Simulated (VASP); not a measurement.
# PtS2 (P-3m1) in VASP: settings compared, part 2 of 2

VASP 6.6.1.

## Step 3: Single point, r2SCAN (biaxial xy strain -4.6%)

Contents of POSCAR:

```
PtS2
1.0
    3.3906244359      0.0000000000      0.0000000000
   -1.6953122179      2.9363668962      0.0000000000
    0.0000000000      0.0000000000      5.1228306135
Pt S
1 2
Direct
    0.0000000000      0.0000000000      0.0000000000
    0.3333333333      0.6666666667      0.2545678988
    0.6666666667      0.3333333333      0.7454321012
```

Contents of INCAR.step1:

```
SYSTEM = PtS2
  PREC = Accurate
  ENCUT = 520
  ISMEAR = 0
  SIGMA = 0.01
  LREAL = .False.
  LASPH = .True.
  NELM = 100
  NBANDS = 18
  GGA = PE
  ALGO = Normal
  EDIFF = 1E-4
  LWAVE = .True.
  LCHARG = .False.
```

Contents of INCAR.step2:

```
SYSTEM = PtS2
  PREC = Accurate
  ENCUT = 520
  EDIFF = 1E-7
  ISMEAR = 0
  SIGMA = 0.01
  LREAL = .False.
  LASPH = .True.
  NELM = 100
  ALGO = Normal
  ISIF = 2
  LWAVE = .False.
  LCHARG = .False.
  METAGGA = R2SCAN
  LMIXTAU = .True.
  NBANDS = 18
  ISTART = 1
```

Contents of KPOINTS:

```
regular mesh
0
Gamma
  12 12 6
  0 0 0
```

Potentials or basis: VASP PAW PBE potentials, release 64 (Pt, S).

On the command line:

```console
$ cat potpaw_PBE.64/Pt/POTCAR potpaw_PBE.64/S/POTCAR > POTCAR
$ cp INCAR.step1 INCAR
$ mpirun -np 1 vasp_std > vasp.out
$ cp INCAR.step2 INCAR
$ mpirun -np 1 vasp_std > vasp.out
```

OUTCAR:

```text
SYSTEM = PtS2
   PREC = Accurate
   ENCUT = 520
   EDIFF = 1E-7
   ISMEAR = 0
   LREAL = .False.
   LASPH = .True.
   NELM = 100
   ISIF = 2
   METAGGA = R2SCAN
   ISTART = 1

 ion  position               nearest neighbor table
   1  0.000  0.000  0.000-   2 2.35   3 2.35   2 2.35   3 2.35   3 2.35   2 2.35
   2  0.333  0.667  0.255-   1 2.35   1 2.35   1 2.35
   3  0.667  0.333  0.745-   1 2.35   1 2.35   1 2.35

  LATTYP: Found a hexagonal cell.
 ALAT       =     3.3906244359
 C/A-ratio  =     1.5108811696

  Lattice vectors:

 A1 = (   3.3906244359,   0.0000000000,   0.0000000000)
 A2 = (  -1.6953122179,   2.9363668962,   0.0000000000)
 A3 = (   0.0000000000,   0.0000000000,   5.1228306135)

Analysis of symmetry for initial positions (statically):
=====================================================================
 Subroutine PRICEL returns:
 Original cell was already a primitive cell.

 Routine SETGRP: Setting up the symmetry group for a
 hexagonal supercell.

 Subroutine GETGRP returns: Found 12 space group operations
 (whereof 12 operations were pure point group operations)
 out of a pool of 24 trial point group operations.

The static configuration has the point symmetry D_3d.

Analysis of symmetry for dynamics (positions and initial velocities):
=====================================================================
 Subroutine PRICEL returns:
 Original cell was already a primitive cell.

 Routine SETGRP: Setting up the symmetry group for a
 hexagonal supercell.

 Subroutine GETGRP returns: Found 12 space group operations
 (whereof 12 operations were pure point group operations)
 out of a pool of 24 trial point group operations.

The dynamic configuration has the point symmetry D_3d.

 Subroutine INISYM returns: Found 12 space group operations
 (whereof 12 operations are pure point group operations),
 and found     1 'primitive' translations
[... 108 lines left out ...]
   NELECT =      22.0000    total number of electrons
   NUPDOWN=      -1.0000    fix difference up-down
   EMIN   =  10.00;   EMAX   =-10.00  energy-range for DOS
   EFERMI =   0.00;   METHOD = LEGACY
   ISMEAR =     0;   SIGMA  =   0.01  broadening in eV -4-tet -1-fermi 0-gaus
   EFERMI_NEDOS =   21; number of points for ismear=-14 and -15
   IALGO  =     38    algorithm
   IMIX   =      4    mixing-type and parameters
     AMIX     =   0.40;   BMIX     =  1.00
     AMIX_MAG =   1.60;   BMIX_MAG =  1.00
  volume/ion in A,a.u.               =      17.00       114.73
  Fermi-wavevector in a.u.,A,eV,Ry     =   1.236941  2.337480 20.817234  1.530024
  Thomas-Fermi vector in A             =   2.371529
   LORBIT       =      0    0 simple, 1 ext, 2 COOP (PROOUT), +10 PAW based schemes
   METAGGA = R2SCAN    functional components
   LHFCALC =     F    Hartree Fock is set to
   AEXX    =    0.0000 exact exchange contribution
   IVDW    =     0    specifies the selected vdW correction
   LEPSILON=     F    determine dielectric tensor
   LRPA    =     F    only Hartree local field effects (RPA)
 non-spin polarized calculation
 Gauss-broadening in eV      SIGMA  =   0.01
  energy-cutoff  :      520.00
  volume of cell :       51.00
 maximum number of plane-waves:      1389
 NGX is ok and might be reduce to    28
   NGX = 13   NGY = 13   NGZ = 19

 number of electron      21.9999999 magnetization

 Free energy of the ion-electron system (eV)
  ---------------------------------------------------
  ext. energy  EPLUGINS =         0.00000000
  ---------------------------------------------------
  free energy    TOTEN  =       -68.58225127 eV

  energy without entropy =      -68.58225127  energy(sigma->0) =      -68.58225127

 E-fermi :   7.5766     XC(G=0): -11.7753

 val. band max:        7.5337422359   @ k =   0.0000   0.1667   0.3333
 cond. band min:       8.4008293368   @ k =   0.2500   0.2500   0.0000
 fundamental gap:      0.8670871009
 Fermi energy:         7.5765596395

 k-point     1 :       0.0000    0.0000    0.0000
  band No.  band energies     occupation
      1      -8.8045      2.00000
      2      -5.7744      2.00000
      3      -0.3933      2.00000
      4       0.6837      2.00000
      5       0.6837      2.00000
      6       3.3634      2.00000
[... 481 lines left out ...]
      5       1.0447      2.00000
      6       2.6510      2.00000
[... 10 lines left out ...]
     17      17.7028      0.00000
     18      18.0055      0.00000

 [... further k-points ...]
[... 5 lines left out ...]
  --------------------------------------------------------------------------------------
  -------------------------------------------------------------------------------------
  Total        5.2027241      5.2027241      1.6379632      0.0000000      0.0000000     -0.0000000
  in kB      163.4336111    163.4336111     51.4534747      0.0000000      0.0000000     -0.0000000
  external PRESSURE =     126.1068990 kB  Pullay stress =       0.0000000 kB

 VOLUME and BASIS-vectors are now :
 -----------------------------------------------------------------------------
  energy-cutoff  :      520.00
  volume of cell :       51.00
      direct lattice vectors                 reciprocal lattice vectors
     3.390624436  0.000000000  0.000000000     0.294930925  0.170278449  0.000000000
    -1.695312218  2.936366896  0.000000000     0.000000000  0.340556897  0.000000000
     0.000000000  0.000000000  5.122830613     0.000000000  0.000000000  0.195204580

 POSITION                                       TOTAL-FORCE (eV/Angst)
 -----------------------------------------------------------------------------------
      0.00000      0.00000      0.00000         0.000000      0.000000      0.000000
     -0.00000      1.95758      1.30411         0.000000      0.000000     -0.045751
      1.69531      0.97879      3.81872        -0.000000     -0.000000      0.045751
 -----------------------------------------------------------------------------------
    total drift:                                0.000000      0.000000      0.000000

  FREE ENERGIE OF THE ION-ELECTRON SYSTEM (eV)
  ---------------------------------------------------
  free  energy   TOTEN  =       -68.5822512650 eV

  energy  without entropy=      -68.5822512650  energy(sigma->0) =      -68.58225127
```

OUTCAR.step1:

```text
SYSTEM = PtS2
   PREC = Accurate
   ENCUT = 520
   ISMEAR = 0
   LREAL = .False.
   LASPH = .True.
   NELM = 100
[... 729 lines left out ...]
      0.00000      0.00000      0.00000        -0.000000      0.000000      0.000000
     -0.00000      1.95758      1.30411         0.000000      0.000000      0.124894
      1.69531      0.97879      3.81872        -0.000000      0.000000     -0.124894
 -----------------------------------------------------------------------------------
    total drift:                                0.000000      0.000000      0.000000

  FREE ENERGIE OF THE ION-ELECTRON SYSTEM (eV)
  ---------------------------------------------------
  free  energy   TOTEN  =       -15.0777779056 eV

  energy  without entropy=      -15.0777779056  energy(sigma->0) =      -15.07777791
```

OSZICAR.step1:

```text
N       E                     dE             d eps       ncg     rms          rms(c)
DAV:   1     0.111743372611E+03    0.11174E+03   -0.10584E+04  3632   0.110E+03
DAV:   2    -0.111510357472E+02   -0.12289E+03   -0.11871E+03  4422   0.224E+02
DAV:   3    -0.163264325475E+02   -0.51754E+01   -0.51387E+01  4652   0.461E+01
DAV:   4    -0.163761150114E+02   -0.49682E-01   -0.49656E-01  4636   0.502E+00
DAV:   5    -0.163768327692E+02   -0.71776E-03   -0.71772E-03  4570   0.595E-01    0.207E+01
DAV:   6    -0.152817454919E+02    0.10951E+01   -0.53379E+00  3726   0.234E+01    0.131E+01
DAV:   7    -0.151013616070E+02    0.18038E+00   -0.10407E+00  3690   0.106E+01    0.636E+00
DAV:   8    -0.150801746575E+02    0.21187E-01   -0.50931E-02  4224   0.190E+00    0.119E+00
DAV:   9    -0.150775871695E+02    0.25875E-02   -0.91065E-03  4056   0.982E-01    0.167E-01
DAV:  10    -0.150777540999E+02   -0.16693E-03   -0.13100E-03  4560   0.255E-01    0.138E-01
DAV:  11    -0.150777779056E+02   -0.23806E-04   -0.67802E-05  2386   0.574E-02
   1 F= -.15077778E+02 E0= -.15077778E+02  d E =-.156914E-17
```

Wall time 5.3 min (1 thread of AMD EPYC 9R45 (Zen 5), shared host); peak memory 0.21 GiB.

What came out:

```
Free energy            : -68.5823 eV
Pressure               : 12.6 GPa
Largest force          : 0.046 eV/Å
Band gap on the k mesh : 0.87 eV, indirect (least direct gap 0.98 eV)
```

Forces on the atoms (eV/Å):
```
Pt   0.000  0.000  0.000
S    0.000  0.000 -0.046
S    0.000  0.000  0.046
```

Stress tensor (GPa, compression positive):
```
16.34  0.00  0.00
 0.00 16.34  0.00
 0.00  0.00  5.15
```

Caveat: the cell differs from its parent crystal (biaxial xy strain -4.6%); the PAW data sets were made with another functional, which shifts forces and pressure a little; spin-orbit coupling is left out, which moves the levels of the heavy elements.

## Step 4: Single point, PBE (biaxial xy strain -4.6%)

Contents of INCAR:

```
ALGO = Normal
EDIFF = 1E-6
ENCUT = 500
GGA = PE
GGA_COMPAT = F
ISIF = 2
ISMEAR = -1
LASPH = T
LCHARG = F
LREAL = F
LWAVE = F
NBANDS = 22
NELM = 120
PREC = Accurate
SIGMA = 0.02
```

Contents of KPOINTS:

```
k-points
0
Gamma
  12 12 6
```

POSCAR is that of step 3.

Potentials or basis: VASP PAW PBE potentials, release 64 (Pt_sv_GW, S).

On the command line:

```console
$ cat potpaw_PBE.64/Pt_sv_GW/POTCAR potpaw_PBE.64/S/POTCAR > POTCAR
$ mpirun -np 1 vasp_std > vasp.out
```

Run time: 3 min. Hardware: 1 thread of AMD EPYC 7R43 (Zen 3), shared host; peak memory 0.21 GiB.

It converged, with:

```
Free energy            : -15.0350 eV
Pressure               : 13.4 GPa
Largest force          : 0.146 eV/Å
Band gap on the k mesh : 0.70 eV, indirect (least direct gap 0.79 eV)
```

Forces in eV/Å, atoms in the order of the input:
```
Pt   0.000  0.000  0.000
S    0.000  0.000  0.146
S    0.000  0.000 -0.146
```

Stress tensor (GPa, compression positive):
```
17.38  0.00  0.00
 0.00 17.38  0.00
 0.00  0.00  5.48
```

Levels at points of the mesh, in eV from the valence-band top:
```csv
k point,band 12,band 13,band 14,band 15,band 16,band 17,band 18,band 19
"(0.00, 0.00, 0.00)",-2.54,-0.85,-0.85,-0.04,2.09,2.09,4.85,6.05
"(0.50, 0.00, 0.00)",-3.07,-3.01,-2.99,-2.35,1.54,2.73,5.82,6.30
"(0.00, 0.00, 0.50)",-3.24,-1.18,-1.17,-1.17,2.78,2.78,5.72,7.67
"(0.50, 0.00, 0.50)",-3.00,-2.52,-2.45,-1.65,1.62,2.74,4.99,5.08
```

Caveat: the cell differs from its parent crystal (biaxial xy strain -4.6%); spin-orbit coupling is left out, which moves the levels of the heavy elements.

## Step 5: Overview

```tsv
level	potentials or basis	cutoff (eV)	smearing	second run	gap on the mesh (eV)	pressure (GPa)	largest force (eV/Å)
PBE	VASP PAW PBE potentials, release 64 (Pt, S)	520	fermi-dirac 0.02 eV	-	0.70	14.3	0.13
r2SCAN	VASP PAW PBE potentials, release 64 (Pt, S)	520	gaussian 0.01 eV	-	0.87	12.6	0.05
PBE	VASP PAW PBE potentials, release 64 (Pt_sv_GW, S)	500	fermi-dirac 0.02 eV	valence_matched	0.70	13.4	0.15
```

Alike in all rows: task single point; no spin polarisation; cell as given; k mesh 12 × 12 × 6.

Caveats: spin-orbit coupling is left out, which moves the levels of the heavy elements; the PAW data sets were made with another functional, which shifts forces and pressure a little (some runs).

Total energies depend on the potentials used, so only differences within one code and one set of settings carry meaning.
